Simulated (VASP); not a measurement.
# ScCo3C (Pmm2) in VASP: single point with LDA

Aim: the single point of ScCo3C with LDA.

Program: VASP 6.6.1. These are calculated values, not measurements. Logs are shortened: lines on timing, memory, paths and dates and some standing lists are left out, and cuts for length are marked.

## 1. The cell of the first run

The structure is orthorhombic, space group Pmm2 (No. 25). The conventional cell has a = 3.781 Å, b = 3.781 Å, c = 3.781 Å, α = 90.00°, β = 90.00°, γ = 90.00°. Sc (site symmetry mm2) has 12 Co at 2.60 to 2.75 Å and 8 C at 3.27 Å within 3.4 Å. Within 2.5 Å of Co (site symmetry mm2) lie 2 C at 1.89 Å. Within 2.5 Å of Co (site symmetry mm2) lie 2 C at 1.89 Å. Within 2.5 Å of Co (site symmetry mm2) lie 2 C at 1.89 Å. Within 2.5 Å of C (site symmetry mm2) lie 6 Co at 1.89 Å.

## 2. Single point, LDA, collinear spin, ferromagnetic start

Contents of INCAR:

```
SYSTEM = ScCo3C
ALGO = Normal
EDIFF = 1E-7
ENCUT = 520
GGA = CA
ISIF = 2
ISMEAR = -1
ISPIN = 2
LASPH = .TRUE.
LCHARG = .FALSE.
LMAXMIX = 4
LORBIT = 11
LREAL = .FALSE.
LWAVE = .FALSE.
MAGMOM = 0 2.5 2.5 2.5 0
NBANDS = 33
NELM = 150
PREC = Accurate
SIGMA = 0.15
```

Contents of KPOINTS:

```
k-points
0
G
  6 6 6
  0 0 0
```

Contents of POSCAR:

```
ScCo3C
1.0
    3.7809380000      0.0000000000      0.0000000000
    0.0000000000      3.7809380000      0.0000000000
    0.0000000000      0.0000000000      3.7809380000
Sc Co C
1 3 1
Direct
    0.0000000000      0.0000000000      0.0000000000
    0.0000000000      0.5000000000      0.5000000000
    0.5000000000      0.0000000000      0.5000000000
    0.5264484633      0.5000000000      0.0000000000
    0.5000000000      0.5000000000      0.5000000000
```

Potentials or basis: VASP PAW LDA potentials, release 64 (Sc_sv, Co, C).

On the command line:

```
cat potpaw_LDA.64/Sc_sv/POTCAR potpaw_LDA.64/Co/POTCAR potpaw_LDA.64/C/POTCAR > POTCAR
mpirun -np 1 vasp_std > vasp.out
```

OUTCAR:

```text
SYSTEM = ScCo3C
   EDIFF = 1E-7
   ENCUT = 520
   GGA = CA
   ISIF = 2
   ISMEAR = -1
   ISPIN = 2
   LASPH = .TRUE.
   LORBIT = 11
   LREAL = .FALSE.
   NELM = 150
   PREC = Accurate

 ion  position               nearest neighbor table
   1  0.000  0.000  0.000-   4 2.60   4 2.60   2 2.67   2 2.67   3 2.67   2 2.67   3 2.67   2 2.67
                             3 2.67   3 2.67   4 2.75   4 2.75
   2  0.000  0.500  0.500-   5 1.89   5 1.89   4 2.60   4 2.60   1 2.67   1 2.67   1 2.67   3 2.67
                             1 2.67   3 2.67   3 2.67   3 2.67   4 2.75   4 2.75
   3  0.500  0.000  0.500-   5 1.89   5 1.89   1 2.67   1 2.67   2 2.67   2 2.67   1 2.67   2 2.67
                             1 2.67   2 2.67   4 2.68   4 2.68   4 2.68   4 2.68
   4  0.526  0.500  0.000-   5 1.89   5 1.89   1 2.60   2 2.60   2 2.60   1 2.60   3 2.68   3 2.68
                             3 2.68   3 2.68   1 2.75   2 2.75   2 2.75   1 2.75
   5  0.500  0.500  0.500-   2 1.89   3 1.89   3 1.89   2 1.89   4 1.89   4 1.89

  LATTYP: Found a simple cubic cell.
 ALAT       =     3.7809380000

  Lattice vectors:

 A1 = (   3.7809380000,   0.0000000000,   0.0000000000)
 A2 = (   0.0000000000,   3.7809380000,   0.0000000000)
 A3 = (   0.0000000000,   0.0000000000,   3.7809380000)

Analysis of symmetry for initial positions (statically):
=====================================================================
 Subroutine PRICEL returns:
 Original cell was already a primitive cell.

 Routine SETGRP: Setting up the symmetry group for a
 simple cubic supercell.

 Subroutine GETGRP returns: Found  4 space group operations
 (whereof  4 operations were pure point group operations)
 out of a pool of 48 trial point group operations.

The static configuration has the point symmetry C_2v.

Analysis of symmetry for dynamics (positions and initial velocities):
=====================================================================
 Subroutine PRICEL returns:
 Original cell was already a primitive cell.

 Routine SETGRP: Setting up the symmetry group for a
 simple cubic supercell.

 Subroutine GETGRP returns: Found  4 space group operations
 (whereof  4 operations were pure point group operations)
 out of a pool of 48 trial point group operations.

The dynamic configuration has the point symmetry C_2v.

Analysis of structural, dynamic, and magnetic symmetry:
=====================================================================
 Subroutine PRICEL returns:
 Original cell was already a primitive cell.

 Routine SETGRP: Setting up the symmetry group for a
 simple cubic supercell.

 Subroutine GETGRP returns: Found  4 space group operations
[... 142 lines left out ...]
  volume of cell :       54.05
 maximum number of plane-waves:      1472
   NGX = 15   NGY = 15   NGZ = 15

 number of electron      41.9999997 magnetization      -0.0048369

 number of electron      41.9999997 magnetization       0.0002449

 Free energy of the ion-electron system (eV)
  ---------------------------------------------------
  ext. energy  EPLUGINS =         0.00000000
  ---------------------------------------------------
  free energy    TOTEN  =       -43.40244940 eV

  energy without entropy =      -43.17932555  energy(sigma->0) =      -43.29088747

 E-fermi :   9.0424     XC(G=0): -13.2149

 val. band max:        8.9920992917   @ k =   0.1667   0.0000   0.0000
 cond. band min:       9.0598802269   @ k =   0.0000   0.0000   0.0000
 fundamental gap:      0.0677809352
 Fermi energy:         9.0423531174

 spin component 1

 k-point     1 :       0.0000    0.0000    0.0000
  band No.  band energies     occupation
      1     -39.3543      1.00000
      2     -18.3667      1.00000
      3     -18.3665      1.00000
      4     -18.3653      1.00000
      5      -4.5938      1.00000
      6       3.3499      1.00000
[... 853 lines left out ...]
     32      17.2613      0.00000
     33      17.3195      0.00000

 [... further k-points ...]

 spin component 2

 k-point     1 :       0.0000    0.0000    0.0000
  band No.  band energies     occupation
      1     -39.3543      1.00000
      2     -18.3668      1.00000
      3     -18.3665      1.00000
      4     -18.3653      1.00000
      5      -4.5938      1.00000
      6       3.3499      1.00000
[... 853 lines left out ...]
     32      17.2613      0.00000
     33      17.3195      0.00000

 [... further k-points ...]

------------------------ aborting loop because EDIFF is reached ----------------------------------------

  FORCE on cell =-STRESS in cart. coord.  units (eV):
  Direction    XX          YY          ZZ          XY          YZ          ZX
  --------------------------------------------------------------------------------------
  -------------------------------------------------------------------------------------
  Total       -2.9687832     -3.0778138     -3.0892928      0.0000000      0.0000000      0.0000000
  in kB      -88.0015649    -91.2334843    -91.5737479      0.0000000      0.0000000      0.0000000
  external PRESSURE =     -90.2695990 kB  Pullay stress =       0.0000000 kB

 VOLUME and BASIS-vectors are now :
 -----------------------------------------------------------------------------
  energy-cutoff  :      520.00
  volume of cell :       54.05
      direct lattice vectors                 reciprocal lattice vectors
     3.780938000  0.000000000  0.000000000     0.264484633  0.000000000  0.000000000
     0.000000000  3.780938000  0.000000000     0.000000000  0.264484633  0.000000000
     0.000000000  0.000000000  3.780938000     0.000000000  0.000000000  0.264484633

 POSITION                                       TOTAL-FORCE (eV/Angst)
 -----------------------------------------------------------------------------------
      0.00000      0.00000      0.00000         0.313348      0.000000      0.000000
      0.00000      1.89047      1.89047         0.201048      0.000000      0.000000
      1.89047      0.00000      1.89047         0.183061      0.000000      0.000000
      1.99047      1.89047      0.00000        -0.672151      0.000000      0.000000
      1.89047      1.89047      1.89047        -0.025305      0.000000      0.000000
 -----------------------------------------------------------------------------------
    total drift:                               -0.000031     -0.000000      0.000000

  FREE ENERGIE OF THE ION-ELECTRON SYSTEM (eV)
  ---------------------------------------------------
  free  energy   TOTEN  =       -43.4024494018 eV

  energy  without entropy=      -43.1793255464  energy(sigma->0) =      -43.29088747

 total charge

# of ion       s       p       d       tot
------------------------------------------
    1        2.278   6.212   1.161   9.651
    2        0.471   0.590   7.508   8.569
    3        0.470   0.588   7.507   8.565
    4        0.471   0.587   7.510   8.568
    5        0.873   1.546   0.000   2.419
--------------------------------------------------
tot          4.562   9.524  23.687  37.773

 magnetization (x)

# of ion       s       p       d       tot
------------------------------------------
    1       -0.000  -0.000  -0.000  -0.000
    2       -0.000  -0.000   0.000   0.000
    3        0.000  -0.000   0.000   0.000
    4       -0.000  -0.000   0.000   0.000
    5       -0.000  -0.000   0.000  -0.000
--------------------------------------------------
tot         -0.000  -0.000   0.000   0.000
```

stdout:

```text
POSCAR found type information on POSCAR ScCoC
 POSCAR found :  3 types and       5 ions
 scaLAPACK will be used
 LDA part: xc-table for (Slater(with rela. corr.)+CA(PZ))
 , standard interpolation
 POSCAR, INCAR and KPOINTS ok, starting setup
 FFT: planning ... GRIDC
 FFT: planning ... GRID_SOFT
 FFT: planning ... GRID
 WAVECAR not read
 entering main loop
```

It took 7.7 min on 1 thread of AMD EPYC 7R13, shared host; peak memory 0.25 GiB.

What came out:

```
Free energy                                           : -43.4024 eV
Pressure                                              : -9.0 GPa
Largest force                                         : 0.672 eV/Å
Band gap on the k mesh                                : zero (filled and empty bands overlap)
Net moment                                            : 0.00 μB per cell
Valence electrons inside the program's atomic spheres : Sc 9.65; Co 8.57, 8.56 (each value once); C 2.42
```

Forces in eV/Å, atoms in the order of the input:
```
Sc   0.313  0.000  0.000
Co   0.201  0.000  0.000
Co   0.183  0.000  0.000
Co  -0.672  0.000  0.000
C   -0.025  0.000  0.000
```

Levels at points of the mesh, in eV from the Fermi level:
Spin up:
| k point | band 17 | band 18 | band 19 | band 20 | band 21 | band 22 | band 23 | band 24 | band 25 | band 26 |
| --- | --- | --- | --- | --- | --- | --- | --- | --- | --- | --- |
| (0.00, 0.00, 0.00) | -1.42 | -1.28 | -1.23 | -0.24 | -0.24 | -0.22 | 0.02 | 2.36 | 2.38 | 3.86 |
| (0.50, 0.00, 0.00) | -1.33 | -1.00 | -0.98 | -0.66 | -0.23 | 0.42 | 0.47 | 2.01 | 2.24 | 2.25 |
| (0.00, 0.50, 0.00) | -1.34 | -0.97 | -0.95 | -0.65 | -0.26 | 0.43 | 0.43 | 2.02 | 2.25 | 2.28 |
| (0.00, 0.00, 0.50) | -1.35 | -0.96 | -0.96 | -0.67 | -0.24 | 0.37 | 0.42 | 2.00 | 2.22 | 2.22 |
| (0.50, 0.50, 0.00) | -1.86 | -1.10 | -1.07 | -1.06 | -0.64 | 0.56 | 0.56 | 1.62 | 1.98 | 2.08 |
| (0.00, 0.50, 0.50) | -1.84 | -1.19 | -1.10 | -1.02 | -0.61 | 0.55 | 0.55 | 1.59 | 1.98 | 2.00 |
| (0.50, 0.00, 0.50) | -1.87 | -1.10 | -1.07 | -1.05 | -0.64 | 0.53 | 0.55 | 1.65 | 1.98 | 1.99 |
| (0.50, 0.50, 0.50) | -0.98 | -0.23 | -0.22 | -0.20 | 0.22 | 0.23 | 0.25 | 1.02 | 1.03 | 1.04 |
Spin down:
```
           k point  band 17  band 18  band 19  band 20  band 21  band 22  band 23  band 24  band 25  band 26
(0.00, 0.00, 0.00)    -1.42    -1.28    -1.23    -0.24    -0.24    -0.22     0.02     2.36     2.38     3.86
(0.50, 0.00, 0.00)    -1.33    -1.00    -0.98    -0.66    -0.23     0.42     0.47     2.01     2.24     2.25
(0.00, 0.50, 0.00)    -1.34    -0.97    -0.95    -0.65    -0.26     0.43     0.43     2.02     2.25     2.28
(0.00, 0.00, 0.50)    -1.35    -0.96    -0.96    -0.67    -0.24     0.37     0.42     2.00     2.22     2.22
(0.50, 0.50, 0.00)    -1.86    -1.10    -1.07    -1.06    -0.64     0.56     0.56     1.62     1.98     2.08
(0.00, 0.50, 0.50)    -1.84    -1.19    -1.10    -1.02    -0.61     0.55     0.55     1.59     1.98     2.00
(0.50, 0.00, 0.50)    -1.87    -1.10    -1.07    -1.05    -0.64     0.53     0.55     1.65     1.98     1.99
(0.50, 0.50, 0.50)    -0.98    -0.23    -0.22    -0.20     0.22     0.23     0.25     1.02     1.03     1.04
```

Caveat: the cell stands under tension.
